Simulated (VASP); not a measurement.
# Ir (an interface model) in VASP: notebook, part 2 of 2

VASP 6.6.1. The steps go on from the part before.

## 3. Single point, PBEsol

File INCAR:

```
PREC = Accurate
ENCUT = 520
EDIFF = 1E-6
ISMEAR = 0
SIGMA = 0.1
LREAL = F
LASPH = T
NELM = 80
ALGO = Normal
ISIF = 2
LWAVE = F
LCHARG = T
GGA = PS
LELF = T
LVHAR = T
NBANDS = 66
```

File KPOINTS:

```
regular mesh
0
Gamma
  12 12 2
```

File POSCAR:

```
Ir
1.0
    2.7084020135      0.0000000000      0.0000000000
   -1.3542010067      2.3455449473      0.0000000000
    0.0000000000      0.0000000000     26.5368118054
Ir
12
Direct
    0.0000000000      0.0000000000      0.0000000000
    0.3333333333      0.6666666667      0.0833333333
    0.6666666667      0.3333333333      0.1666666667
    0.0000000000      0.0000000000      0.2500000000
    0.3333333333      0.6666666667      0.3333333333
    0.6666666667      0.3333333333      0.4166666667
    0.3333333333      0.6666666667      0.9166666667
    0.6666666667      0.3333333333      0.8333333333
    0.0000000000      0.0000000000      0.7500000000
    0.3333333333      0.6666666667      0.6666666667
    0.6666666667      0.3333333333      0.5833333333
    0.0000000000      0.0000000000      0.5000000000
```

Potentials or basis: VASP PAW PBE potentials, release 64 (Ir).

Run with:

```sh
$ cat potpaw_PBE.64/Ir/POTCAR > POTCAR
$ mpirun -np 1 vasp_std > vasp.out
```

OUTCAR:

```text
PREC = Accurate
   ENCUT = 520
   EDIFF = 1E-6
   ISMEAR = 0
   LREAL = F
   LASPH = T
   NELM = 80
   ISIF = 2
   GGA = PS

 ion  position               nearest neighbor table
   1  0.000  0.000  0.000-   2 2.71   7 2.71   2 2.71   7 2.71   2 2.71   7 2.71
   2  0.333  0.667  0.083-   1 2.71   1 2.71   1 2.71   3 2.71   3 2.71   3 2.71
   3  0.667  0.333  0.167-   4 2.71   4 2.71   4 2.71   2 2.71   2 2.71   2 2.71
   4  0.000  0.000  0.250-   3 2.71   5 2.71   5 2.71   3 2.71   3 2.71   5 2.71
   5  0.333  0.667  0.333-   4 2.71   4 2.71   4 2.71   6 2.71   6 2.71   6 2.71
   6  0.667  0.333  0.417-  12 2.71  12 2.71  12 2.71   5 2.71   5 2.71   5 2.71
   7  0.333  0.667  0.917-   1 2.71   1 2.71   1 2.71   8 2.71   8 2.71   8 2.71
   8  0.667  0.333  0.833-   9 2.71   9 2.71   9 2.71   7 2.71   7 2.71   7 2.71
   9  0.000  0.000  0.750-   8 2.71  10 2.71  10 2.71   8 2.71   8 2.71  10 2.71
  10  0.333  0.667  0.667-   9 2.71   9 2.71   9 2.71  11 2.71  11 2.71  11 2.71
  11  0.667  0.333  0.583-  12 2.71  12 2.71  12 2.71  10 2.71  10 2.71  10 2.71
  12  0.000  0.000  0.500-   6 2.71  11 2.71   6 2.71  11 2.71   6 2.71  11 2.71

  LATTYP: Found a hexagonal cell.
 ALAT       =     2.7084020135
 C/A-ratio  =     9.7979589711

  Lattice vectors:

 A1 = (   2.7084020135,   0.0000000000,   0.0000000000)
 A2 = (  -1.3542010067,   2.3455449473,   0.0000000000)
 A3 = (   0.0000000000,   0.0000000000,  26.5368118054)

Analysis of symmetry for initial positions (statically):
=====================================================================
 Subroutine PRICEL returns:
 Original cell was already a primitive cell.

 Routine SETGRP: Setting up the symmetry group for a
 hexagonal supercell.

 Subroutine GETGRP returns: Found 24 space group operations
 (whereof 12 operations were pure point group operations)
 out of a pool of 24 trial point group operations.

The static configuration has the point symmetry D_3h.
[... 159 lines left out ...]
   LORBIT       =      0    0 simple, 1 ext, 2 COOP (PROOUT), +10 PAW based schemes
   GGA     = PS    functional components
   LHFCALC =     F    Hartree Fock is set to
   AEXX    =    0.0000 exact exchange contribution
   IVDW    =     0    specifies the selected vdW correction
   LEPSILON=     F    determine dielectric tensor
   LRPA    =     F    only Hartree local field effects (RPA)
 non-spin polarized calculation
 Gauss-broadening in eV      SIGMA  =   0.10
  energy-cutoff  :      520.00
  volume of cell :      168.58
 maximum number of plane-waves:      4593
   NGX = 11   NGY = 11   NGZ = 99

 number of electron     108.0000003 magnetization

 Free energy of the ion-electron system (eV)
  ---------------------------------------------------
  ext. energy  EPLUGINS =         0.00000000
  ---------------------------------------------------
  free energy    TOTEN  =      -117.81945868 eV

  energy without entropy =     -117.77817650  energy(sigma->0) =     -117.79881759

 E-fermi :  10.3545     XC(G=0): -14.1434

 val. band max:       10.3400233846   @ k =   0.0833   0.0000   0.0000
 cond. band min:      10.3631904668   @ k =   0.3333  -0.0000   0.5000
 fundamental gap:      0.0231670822
 Fermi energy:        10.3544926964

 k-point     1 :       0.0000    0.0000    0.0000
  band No.  band energies     occupation
      1      -0.8984      2.00000
      2      -0.5991      2.00000
      3      -0.5800      2.00000
      4       0.2488      2.00000
      5       0.2671      2.00000
      6       1.3194      2.00000
[... 1645 lines left out ...]
     65      11.4439      0.00000
     66      11.4439      0.00000

 [... further k-points ...]
[... 5 lines left out ...]
  --------------------------------------------------------------------------------------
  -------------------------------------------------------------------------------------
  Total        0.9943450      0.9943450      1.3237895      0.0000000      0.0000000     -0.0000000
  in kB        9.4502231      9.4502231     12.5812521      0.0000000      0.0000000     -0.0000000
  external PRESSURE =      10.4938995 kB  Pullay stress =       0.0000000 kB

 VOLUME and BASIS-vectors are now :
 -----------------------------------------------------------------------------
  energy-cutoff  :      520.00
  volume of cell :      168.58
      direct lattice vectors                 reciprocal lattice vectors
     2.708402014  0.000000000  0.000000000     0.369221406  0.213170078  0.000000000
    -1.354201007  2.345544947  0.000000000     0.000000000  0.426340157  0.000000000
     0.000000000  0.000000000 26.536811805     0.000000000  0.000000000  0.037683502

 POSITION                                       TOTAL-FORCE (eV/Angst)
 -----------------------------------------------------------------------------------
      0.00000      0.00000      0.00000         0.000000     -0.000000     -0.000000
     -0.00000      1.56370      2.21140         0.000000     -0.000000      0.208099
      1.35420      0.78185      4.42280        -0.000000      0.000000     -0.126906
      0.00000      0.00000      6.63420        -0.000000      0.000000     -0.000000
     -0.00000      1.56370      8.84560         0.000000     -0.000000      0.126906
      1.35420      0.78185     11.05700        -0.000000      0.000000     -0.208099
     -0.00000      1.56370     24.32541         0.000000      0.000000     -0.208099
      1.35420      0.78185     22.11401        -0.000000      0.000000      0.126906
      0.00000      0.00000     19.90261        -0.000000      0.000000     -0.000000
     -0.00000      1.56370     17.69121         0.000000     -0.000000     -0.126906
      1.35420      0.78185     15.47981        -0.000000      0.000000      0.208099
      0.00000      0.00000     13.26841        -0.000000      0.000000     -0.000000
 -----------------------------------------------------------------------------------
    total drift:                               -0.000000     -0.000000      0.000000

  FREE ENERGIE OF THE ION-ELECTRON SYSTEM (eV)
  ---------------------------------------------------
  free  energy   TOTEN  =      -117.8194586799 eV

  energy  without entropy=     -117.7781764966  energy(sigma->0) =     -117.79881759
```

Wall time 13 min (1 thread of Oxide Virtual Turin-like, shared host); peak memory 0.41 GiB.

What came out:

```
Free energy   : -117.8195 eV
Pressure      : 1.0 GPa
Largest force : 0.208 eV/Å
```

Forces on the atoms (eV/Å):
```
Ir   0.000  0.000  0.000
Ir   0.000  0.000  0.208
Ir   0.000  0.000 -0.127
Ir   0.000  0.000  0.000
Ir   0.000  0.000  0.127
Ir   0.000  0.000 -0.208
Ir   0.000  0.000 -0.208
Ir   0.000  0.000  0.127
Ir   0.000  0.000  0.000
Ir   0.000  0.000 -0.127
Ir   0.000  0.000  0.208
Ir   0.000  0.000  0.000
```

Caveat: the bands computed are all filled at some k points, so no gap is given; the PAW data sets were made with another functional, which shifts forces and pressure a little; spin-orbit coupling is left out, which moves the levels of the heavy elements.
